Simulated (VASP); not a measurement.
Crystal: Au.

```
Au
1.0
     1.41131   -2.55593    0.00000
     1.41131    2.55593    0.00000
     0.00000    0.00000    4.89317
Au
2
Direct
  0.33467 0.66533 0.25000
  0.66533 0.33467 0.75000
```

Base run:

```yaml
Program: VASP 6.6.1
Functional: PBEsol
Potentials_or_basis: VASP PAW PBE potentials, release 64 (Au)
Cutoff: 520 eV
k_mesh: 8 × 8 × 4
Occupations: fermi-dirac, width 0.05 eV
Spin: no spin polarisation
```

Its results: pressure -5.0 GPa; largest force 0.007 eV/Å.

Question: The run is repeated on the same cell with these changes: spin from no spin polarisation to non-collinear spin, zero start, spin-orbit coupling; further incar settings from ALGO = Fast; EDIFF = 1e-06; NBANDS = 18 to ALGO = Normal; EDIFF = 1e-06; NBANDS = 34. What comes out?

Answer: Pressure -6.2 GPa; net moment 0.00 μB per cell; largest force 0.009 eV/Å.

Caveats: the cell stands under tension; the PAW data sets were made with another functional, which shifts forces and pressure a little.
